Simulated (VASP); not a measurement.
## MoPt: single point with LDA

MoPt:

```
Mo Pt
1.0
     2.82147    0.00000    0.00000
    -1.41074    2.44347    0.00000
     0.00000    0.00000    4.52709
Mo Pt
1 1
Direct
  0.66667 0.33333 0.00000
  0.33333 0.66667 0.50000
```

```yaml
Program: VASP 6.6.1
Task: single point
Functional: LDA
Potentials_or_basis: VASP PAW LDA potentials, release 64 (Mo_sv, Pt)
Cutoff: 500 eV
k_mesh: 7 × 7 × 4
Occupations: methfessel-paxton, width 0.1 eV
Spin: no spin polarisation
Dipole_correction: no
Further_INCAR_settings: ALGO = Normal; EDIFF = 1e-06; NBANDS = 19
```

```json
{
 "Pressure": "-14.8 GPa",
 "Band gap on the k mesh": "zero (bands 12 and 13 overlap by 1.70 eV)"
}
```

Stress tensor (GPa, compression positive):
```
-13.71   0.00   0.00
  0.00 -13.71   0.00
  0.00   0.00 -16.98
```

Levels at points of the mesh, in eV from the Fermi level:
```tsv
k point	band 9	band 10	band 11	band 12	band 13	band 14	band 15	band 16
(0.00, 0.00, 0.00)	-2.52	-2.42	-2.42	-0.75	-0.75	0.30	2.02	2.02
(0.00, 0.00, 0.50)	-3.92	-2.71	-2.71	-2.12	0.02	0.02	1.93	1.93
```

Wall time 10 s on 1 thread of Intel(R) Xeon(R) Platinum 8259CL CPU @ 2.50GHz (Skylake/Cascade Lake), with other jobs on the host, peak memory 0.15 GiB.

Caveat: the k points lie up to 0.37 Å⁻¹ apart, too coarse for converged energies and pressures of a metal; spin-orbit coupling is left out, which moves the levels of the heavy elements.
